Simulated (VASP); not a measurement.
# Al (P6_3/mmc) in VASP: notebook

The runs below take Al through single point, with LDA.

Program: VASP 6.6.1. These are calculated values, not measurements. Logs are shortened: lines on timing, memory, paths and dates and some standing lists are left out, and cuts for length are marked.

### 1 The cell of the first run

It takes space group P6_3/mmc (No. 194, hexagonal). Conventional cell: a = 2.755 Å, b = 2.755 Å, c = 4.767 Å, α = 90.00°, β = 90.00°, γ = 120.00°. Within 3.6 Å of Al (site symmetry -6m2) lie 12 Al at 2.76 to 2.87 Å.

### 2 Single point, LDA

The input, INCAR:

```
  ALGO = Normal
  EDIFF = 1E-6
  ENCUT = 520
  ISIF = 2
  ISMEAR = 0
  LASPH = T
  LCHARG = T
  LELF = T
  LREAL = F
  LVHAR = T
  LWAVE = F
  NBANDS = 10
  NELM = 60
  PREC = Accurate
  SIGMA = 0.05
```

The input, KPOINTS:

```
k-points
0
Gamma
  12 12 6
```

The input, POSCAR:

```
Al
1.0
    2.7550418494      0.0000000000      0.0000000000
   -1.3775214145      2.3859367424      0.0000000000
    0.0000000000      0.0000000000      4.7674986532
Al
2
Direct
    0.6666666667      0.3333333333      0.7500000000
    0.3333333333      0.6666666667      0.2500000000
```

Potentials or basis: VASP PAW LDA potentials, release 64 (Al).

Run with:

```sh
$ cat potpaw_LDA.64/Al/POTCAR > POTCAR
$ mpirun -np 1 vasp_std > vasp.out
```

OUTCAR:

```text
EDIFF = 1E-6
   ENCUT = 520
   ISIF = 2
   ISMEAR = 0
   LASPH = T
   LREAL = F
   NELM = 60
   PREC = Accurate

 ion  position               nearest neighbor table
   1  0.667  0.333  0.750-   2 2.87   2 2.87   2 2.87   2 2.87   2 2.87   2 2.87
   2  0.333  0.667  0.250-   1 2.87   1 2.87   1 2.87   1 2.87   1 2.87   1 2.87

  LATTYP: Found a hexagonal cell.
 ALAT       =     2.7550418494
 C/A-ratio  =     1.7304632430

  Lattice vectors:

 A1 = (   2.7550418494,   0.0000000000,   0.0000000000)
 A2 = (  -1.3775214145,   2.3859367424,   0.0000000000)
 A3 = (   0.0000000000,   0.0000000000,   4.7674986532)

Analysis of symmetry for initial positions (statically):
=====================================================================
 Subroutine PRICEL returns:
 Original cell was already a primitive cell.

 Routine SETGRP: Setting up the symmetry group for a
 hexagonal supercell.

 Subroutine GETGRP returns: Found 24 space group operations
 (whereof 12 operations were pure point group operations)
 out of a pool of 24 trial point group operations.

The static configuration has the point symmetry D_3d.
 The point group associated with its full space group is D_6h.

Analysis of symmetry for dynamics (positions and initial velocities):
=====================================================================
 Subroutine PRICEL returns:
 Original cell was already a primitive cell.

 Routine SETGRP: Setting up the symmetry group for a
 hexagonal supercell.

 Subroutine GETGRP returns: Found 24 space group operations
 (whereof 12 operations were pure point group operations)
 out of a pool of 24 trial point group operations.

The dynamic configuration has the point symmetry D_3d.
 The point group associated with its full space group is D_6h.

 Subroutine INISYM returns: Found 24 space group operations
 (whereof 12 operations are pure point group operations),
 and found     1 'primitive' translations

----------------------------------------------------------------------------------------

                                     Primitive cell

  volume of cell :      31.3385

  direct lattice vectors                    reciprocal lattice vectors
     2.755041849  0.000000000  0.000000000     0.362970893  0.209561372  0.000000000
    -1.377521415  2.385936742  0.000000000     0.000000000  0.419122595  0.000000000
     0.000000000  0.000000000  4.767498653     0.000000000  0.000000000  0.209753599

  length of vectors
     2.755041849  2.755042538  4.767498653     0.419122700  0.419122595  0.209753599

  position of ions in fractional coordinates (direct lattice)
     0.666666667  0.333333333  0.750000000
     0.333333333  0.666666667  0.250000000

  ion indices of the primitive-cell ions
   primitive index   ion index
                 1           1
                 2           2

----------------------------------------------------------------------------------------

 KPOINTS: k-points

Automatic generation of k-mesh.
 Grid dimensions read from file:
 generate k-points for:   12   12    6

 Generating k-lattice:

  Cartesian coordinates                     Fractional coordinates (reciprocal lattice)
     0.030247574  0.017463448  0.000000000     0.083333333  0.000000000  0.000000000
     0.000000000  0.034926883  0.000000000     0.000000000  0.083333333  0.000000000
     0.000000000  0.000000000  0.034958933     0.000000000  0.000000000  0.166666667

  Length of vectors
     0.034926892  0.034926883  0.034958933

  Shift w.r.t. Gamma in fractional coordinates (k-lattice)
     0.000000000  0.000000000  0.000000000

 Subroutine IBZKPT returns following result:
 ===========================================

 Found     76 irreducible k-points:

 Following reciprocal coordinates:
            Coordinates               Weight
  0.000000  0.000000  0.000000      1.000000
  0.083333 -0.000000  0.000000      6.000000
  0.166667 -0.000000  0.000000      6.000000
  0.250000  0.000000  0.000000      6.000000
  0.333333  0.000000  0.000000      6.000000
  0.416667 -0.000000  0.000000      6.000000
[... 16 lines left out ...]
  0.250000  0.000000  0.166667     12.000000
  0.333333  0.000000  0.166667     12.000000
 [... further k-points ...]
   k-points           NKPTS =     76   k-points in BZ     NKDIM =     76   number of bands    NBANDS=     10
   number of dos      NEDOS =    301   number of ions     NIONS =      2
   total plane-waves  NPLWV =  14400
   dimension x,y,z NGX =    20 NGY =   20 NGZ =   36
   dimension x,y,z NGXF=    40 NGYF=   40 NGZF=   72
   ions per type =               2
   NGX,Y,Z   is equivalent  to a cutoff of  12.07, 12.07, 12.55 a.u.
   NGXF,Y,Z  is equivalent  to a cutoff of  24.14, 24.14, 25.11 a.u.
 SYSTEM =  unknown system
   PREC   = accura    normal or accurate (medium, high low for compatibility)
   ISTART =      0    job   : 0-new  1-cont  2-samecut
   ICHARG =      2    charge: 1-file 2-atom 10-const
   ISPIN  =      1    spin polarized calculation?
   LNONCOLLINEAR =      F non collinear calculations
   LSORBIT =      F    spin-orbit coupling
   LASPH  =      T    aspherical Exc in radial PAW
   ENCUT  =  520.0 eV  38.22 Ry    6.18 a.u.   5.12  5.12  8.86*2*pi/ulx,y,z
   NELM   =     60;   NELMIN=  2; NELMDL= -5     # of ELM steps
   EDIFF  = 0.1E-05   stopping-criterion for ELM
   LREAL  =      F    real-space projection
   EDIFFG = 0.1E-04   stopping-criterion for IOM
   NSW    =      0    number of steps for IOM
   IBRION =     -1    ionic relax: 0-MD 1-quasi-New 2-CG
   NFREE  =      0    steps in history (QN), initial steepest desc. (CG)
   ISIF   =      2    stress and relaxation
   ISYM   =      2    0-nonsym 1-usesym 2-fastsym
   POTIM  = 0.5000    time-step for ionic-motion
   TEBEG  =    0.0;   TEEND  =   0.0 temperature during run
   PSTRESS=    0.0 pullay stress
   NELECT =       6.0000    total number of electrons
   NUPDOWN=      -1.0000    fix difference up-down
   EMIN   =  10.00;   EMAX   =-10.00  energy-range for DOS
   EFERMI =   0.00;   METHOD = LEGACY
   ISMEAR =     0;   SIGMA  =   0.05  broadening in eV -4-tet -1-fermi 0-gaus
   EFERMI_NEDOS =   21; number of points for ismear=-14 and -15
   IALGO  =     38    algorithm
   IMIX   =      4    mixing-type and parameters
     AMIX     =   0.40;   BMIX     =  1.00
     AMIX_MAG =   1.60;   BMIX_MAG =  1.00
  volume/ion in A,a.u.               =      15.67       105.74
  Fermi-wavevector in a.u.,A,eV,Ry     =   0.943552  1.783055 12.113146  0.890291
  Thomas-Fermi vector in A             =   2.071271
   LORBIT       =      0    0 simple, 1 ext, 2 COOP (PROOUT), +10 PAW based schemes
   GGA     = CA    functional components
   LHFCALC =     F    Hartree Fock is set to
   AEXX    =    0.0000 exact exchange contribution
   IVDW    =     0    specifies the selected vdW correction
   LEPSILON=     F    determine dielectric tensor
   LRPA    =     F    only Hartree local field effects (RPA)
 non-spin polarized calculation
 Gauss-broadening in eV      SIGMA  =   0.05
  energy-cutoff  :      520.00
  volume of cell :       31.34
 maximum number of plane-waves:       864
   NGX = 11   NGY = 11   NGZ = 17

 number of electron       6.0000000 magnetization

 Free energy of the ion-electron system (eV)
  ---------------------------------------------------
  ext. energy  EPLUGINS =         0.00000000
  ---------------------------------------------------
  free energy    TOTEN  =        -8.29500713 eV

  energy without entropy =       -8.29373098  energy(sigma->0) =       -8.29436906

 E-fermi :   8.3379     XC(G=0): -10.5359

 val. band max:        8.3241660061   @ k =   0.3333   0.0833   0.5000
 cond. band min:       8.3533888293   @ k =   0.3333   0.3333   0.3333
 fundamental gap:      0.0292228232
 Fermi energy:         8.3379342217

 k-point     1 :       0.0000    0.0000    0.0000
  band No.  band energies     occupation
      1      -3.1278      2.00000
      2       3.1532      2.00000
      3       3.2848      2.00000
      4      19.7403      0.00000
      5      20.1958      0.00000
      6      20.1958      0.00000
      7      20.3098      0.00000
      8      20.3098      0.00000
      9      21.2340      0.00000
     10      23.6244      0.00000

 k-point     2 :       0.0833   -0.0000    0.0000
  band No.  band energies     occupation
      1      -2.9479      2.00000
      2       3.3289      2.00000
      3       3.4519      2.00000
      4      17.2620      0.00000
      5      18.5965      0.00000
      6      19.4627      0.00000
      7      20.7961      0.00000
      8      21.3216      0.00000
      9      22.1446      0.00000
     10      22.9107      0.00000

 k-point     3 :       0.1667   -0.0000    0.0000
  band No.  band energies     occupation
      1      -2.4094      2.00000
      2       3.8513      2.00000
      3       3.9536      2.00000
      4      14.0049      0.00000
      5      17.2416      0.00000
      6      18.1958      0.00000
      7      19.5634      0.00000
      8      19.9018      0.00000
      9      21.8826      0.00000
     10      21.9121      0.00000

 k-point     4 :       0.2500    0.0000    0.0000
  band No.  band energies     occupation
      1      -1.5172      2.00000
      2       4.7020      2.00000
      3       4.7897      2.00000
      4      10.9337      0.00000
      5      16.1139      0.00000
      6      16.1901      0.00000
      7      16.8691      0.00000
      8      18.1247      0.00000
      9      21.3232      0.00000
     10      21.8818      0.00000
[... 222 lines left out ...]
 k-point    22 :       0.1667   -0.0000    0.1667
  band No.  band energies     occupation
      1      -2.2302      2.00000
      2       2.0030      2.00000
      3       6.1150      2.00000
      4      14.1429      0.00000
      5      17.3919      0.00000
      6      17.5902      0.00000
      7      17.7031      0.00000
      8      19.7073      0.00000
      9      20.9721      0.00000
     10      21.6761      0.00000

 k-point    23 :       0.2500    0.0000    0.1667
  band No.  band energies     occupation
      1      -1.3391      2.00000
      2       2.8641      2.00000
      3       6.9284      2.00000
      4      11.1006      0.00000
      5      14.8670      0.00000
      6      16.3412      0.00000
      7      17.3923      0.00000
      8      18.4685      0.00000
      9      19.8979      0.00000
     10      19.9670      0.00000

 k-point    24 :       0.3333    0.0000    0.1667
  band No.  band energies     occupation
      1      -0.1022      2.00000
      2       4.0475      2.00000
      3       7.7161      2.00000
      4       8.6606      0.00000
      5      12.1876      0.00000
      6      15.5922      0.00000
      7      15.7524      0.00000
      8      17.3283      0.00000
      9      19.2342      0.00000
     10      20.0305      0.00000

 [... further k-points ...]
[... 5 lines left out ...]
  --------------------------------------------------------------------------------------
  -------------------------------------------------------------------------------------
  Total        0.6065996      0.6065999     -0.2933400     -0.0000001      0.0000000      0.0000000
  in kB       31.0123728     31.0123861    -14.9969914     -0.0000064      0.0000000      0.0000000
  external PRESSURE =      15.6759225 kB  Pullay stress =       0.0000000 kB

 VOLUME and BASIS-vectors are now :
 -----------------------------------------------------------------------------
  energy-cutoff  :      520.00
  volume of cell :       31.34
      direct lattice vectors                 reciprocal lattice vectors
     2.755041849  0.000000000  0.000000000     0.362970893  0.209561372  0.000000000
    -1.377521415  2.385936742  0.000000000     0.000000000  0.419122595  0.000000000
     0.000000000  0.000000000  4.767498653     0.000000000  0.000000000  0.209753599

 POSITION                                       TOTAL-FORCE (eV/Angst)
 -----------------------------------------------------------------------------------
      1.37752      0.79531      3.57562        -0.000000     -0.000000      0.000000
     -0.00000      1.59062      1.19187         0.000000      0.000000      0.000000
 -----------------------------------------------------------------------------------
    total drift:                               -0.000000      0.000000     -0.000000

  FREE ENERGIE OF THE ION-ELECTRON SYSTEM (eV)
  ---------------------------------------------------
  free  energy   TOTEN  =        -8.2950071341 eV

  energy  without entropy=       -8.2937309810  energy(sigma->0) =       -8.29436906
```

Wall time 5.3 s (1 thread of Intel Xeon 6975P-C (Granite Rapids), shared host); peak memory 0.13 GiB.

What came out:

* Free energy: -8.2950 eV
* Pressure: 1.6 GPa
* Band gap on the k mesh: zero (band 3 reaches 12.11 eV, above the bottom of band 4 at 5.18 eV)

Levels at points of the mesh, in eV from the Fermi level:
```
           k point  band 1  band 2  band 3  band 4  band 5  band 6  band 7
(0.00, 0.00, 0.00)  -11.47   -5.18   -5.05   11.40   11.86   11.86   11.97
(0.50, 0.00, 0.00)   -5.18   -5.13    0.60    0.67    1.41    1.46    6.51
(0.00, 0.00, 0.50)   -9.85   -9.85    2.46    2.46   12.80   12.80   12.80
(0.50, 0.00, 0.50)   -3.97   -3.97   -3.16   -3.16    7.56    7.56    7.87
```

### 3 Single point, LDA

This run uses another cell than the first one, of 16.00 Å³/atom, 1.021 times its volume.

The input, INCAR:

```
ALGO     = Normal         # electronic algorithm
EDIFF    = 1E-6           # SCF threshold, eV
ENCUT    = 520            # plane-wave cutoff, eV
GGA      = CA             # functional
ISIF     = 2              # what is computed and relaxed
ISMEAR   = 0              # smearing method
LASPH    = True           # aspherical terms in the spheres
LCHARG   = True           # write CHGCAR
LELF     = True           # ELF
LREAL    = False          # projectors in reciprocal space
LVHAR    = True         
LWAVE    = False          # write WAVECAR
NBANDS   = 10             # bands
NELM     = 60             # most SCF steps
PREC     = Accurate       # precision mode
SIGMA    = 0.05           # smearing width, eV
```

KPOINTS is that of step 2.

The input, POSCAR:

```
Al
1.0
    2.7744441918      0.0000000000      0.0000000000
   -1.3872225891      2.4027396674      0.0000000000
    0.0000000000      0.0000000000      4.8010736936
Al
2
Direct
    0.6666666667      0.3333333333      0.7500000000
    0.3333333333      0.6666666667      0.2500000000
```

Potentials or basis: VASP PAW LDA potentials, release 64 (Al).

Run with:

```sh
$ cat potpaw_LDA.64/Al/POTCAR > POTCAR
$ mpirun -np 1 vasp_std > vasp.out
```

Run time: 5.3 s. Hardware: 1 thread of Intel Xeon 6975P-C (Granite Rapids), shared host; peak memory 0.14 GiB.

It converged, with:

| Item | Value |
| --- | --- |
| Free energy | -8.2979 eV |
| Pressure | -0.2 GPa |
| Band gap on the k mesh | zero (band 3 reaches 11.85 eV, above the bottom of band 4 at 4.98 eV) |

Stress tensor (GPa, compression positive):
```
 1.18  0.00  0.00
 0.00  1.18  0.00
 0.00  0.00 -2.92
```

Levels at points of the mesh, in eV from the Fermi level:
| k point | band 1 | band 2 | band 3 | band 4 | band 5 | band 6 | band 7 |
| --- | --- | --- | --- | --- | --- | --- | --- |
| (0.00, 0.00, 0.00) | -11.31 | -5.14 | -4.95 | 11.31 | 11.67 | 11.67 | 11.85 |
| (0.50, 0.00, 0.00) | -5.12 | -5.04 | 0.62 | 0.64 | 1.40 | 1.44 | 6.40 |
| (0.00, 0.00, 0.50) | -9.72 | -9.72 | 2.43 | 2.43 | 12.67 | 12.67 | 12.67 |
| (0.50, 0.00, 0.50) | -3.90 | -3.90 | -3.13 | -3.13 | 7.53 | 7.53 | 7.75 |

### 4 Single point, LDA

This run uses another cell than the first one, of 16.34 Å³/atom, 1.043 times its volume.

The input, INCAR:

```
SYSTEM = Al
PREC = Accurate
ENCUT = 520
EDIFF = 1E-7
ISMEAR = 0
SIGMA = 0.05
LREAL = .False.
LASPH = .True.
NELM = 100
ALGO = Normal
ISIF = 2
LWAVE = .False.
LCHARG = .True.
LELF = .True.
LVHAR = .True.
NBANDS = 10
```

The input, KPOINTS:

```
regular mesh
0
Gamma
  12 12 6
  0 0 0
```

The input, POSCAR:

```
Al
1.0
    2.7935788943      0.0000000000      0.0000000000
   -1.3967899438      2.4193108095      0.0000000000
    0.0000000000      0.0000000000      4.8341855930
Al
2
Direct
    0.6666666667      0.3333333333      0.7500000000
    0.3333333333      0.6666666667      0.2500000000
```

Run with:

```sh
$ cat potpaw_LDA.64/Al/POTCAR > POTCAR
$ mpirun -np 1 vasp_std > vasp.out
```

Wall time 5.9 s (1 thread of Intel Xeon 6975P-C (Granite Rapids), shared host); peak memory 0.14 GiB.

It converged, with:

| Property | Result |
| --- | --- |
| Free energy | -8.2937 eV |
| Pressure | -1.8 GPa |
| Band gap on the k mesh | zero (band 3 reaches 11.60 eV, above the bottom of band 4 at 4.78 eV) |

Stress tensor (GPa, compression positive):
```
-0.57  0.00  0.00
 0.00 -0.57  0.00
 0.00  0.00 -4.23
```

Levels at points of the mesh, in eV from the Fermi level:
```tsv
k point	band 1	band 2	band 3	band 4	band 5	band 6	band 7	band 8
(0.00, 0.00, 0.00)	-11.16	-5.11	-4.86	11.23	11.49	11.49	11.73	11.73
(0.50, 0.00, 0.00)	-5.06	-4.96	0.61	0.63	1.35	1.48	6.29	7.85
(0.00, 0.00, 0.50)	-9.59	-9.59	2.41	2.41	12.55	12.55	12.55	12.55
(0.50, 0.00, 0.50)	-3.83	-3.83	-3.11	-3.11	7.49	7.49	7.63	7.63
```

### 5 The runs side by side

```tsv
cell	gap on the mesh (eV)	pressure (GPa)
a = 2.755, b = 2.755, c = 4.767 Å, angles 90.0, 90.0, 120.0°, 2 atoms	none	1.6
a = 2.774, b = 2.774, c = 4.801 Å, angles 90.0, 90.0, 120.0°, 2 atoms	none	-0.2
a = 2.794, b = 2.794, c = 4.834 Å, angles 90.0, 90.0, 120.0°, 2 atoms	none	-1.8
```

Alike in all rows: task single point; level LDA; potentials or basis VASP PAW LDA potentials, release 64 (Al); no spin polarisation; k mesh 12 × 12 × 6; cutoff (eV) 520; smearing gaussian 0.05 eV.

Total energies depend on the potentials used, so only differences within one code and one set of settings carry meaning.
